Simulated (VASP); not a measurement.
Runs of VASP 6.6.1 on SnSe2. The structure is that of space group P-3m1 (No. 164), or close to it. The cells are those of the table. 

```csv
task,cell,k mesh,cutoff (eV),smearing,gap on the mesh (eV),pressure (GPa),largest force (eV/Å)
relaxation of cell and atoms,"relaxed from a = 3.811, b = 3.811, c = 6.136 Å, angles 90.0, 90.0, 120.0°, 3 atoms",6 × 6 × 4,500,gaussian 0.1 eV,0.71,-0.1,0.01
single point,"a = 3.876, b = 3.876, c = 6.786 Å, angles 90.0, 90.0, 120.0°, 3 atoms",6 × 6 × 4,500,gaussian 0.1 eV,0.70,0.2,0.02
single point,"a = 3.873, b = 3.873, c = 7.403 Å, angles 90.0, 90.0, 120.0°, 3 atoms",12 × 12 × 4,520,gaussian 0.02 eV,(b),(a),0.01
single point,"a = 3.866, b = 3.866, c = 6.799 Å, angles 90.0, 90.0, 120.0°, 3 atoms",12 × 12 × 4,520,gaussian 0.02 eV,0.68,0.2,-
single point,"a = 3.863, b = 3.863, c = 6.600 Å, angles 90.0, 90.0, 120.0°, 3 atoms",12 × 12 × 4,520,gaussian 0.02 eV,0.68,0.5,0.01
```

Alike in all rows: level PBE; potentials or basis VASP PAW PBE potentials, release 64 (Sn_d, Se); no spin polarisation.

Estimate the missing entries.

(a) 0.0; (b) 0.73.

Caveats: spin-orbit coupling is left out, which moves the levels of the heavy elements; this functional lacks dispersion, which binds the layers, so the pressure and a relaxed spacing across them are unreliable; the relaxation stopped at a loose force limit of 0.05 eV/Å, so its end isn't a converged minimum (some runs).

A k mesh can miss the band edges, and the runs leave out spin-orbit coupling on Se, Sn.
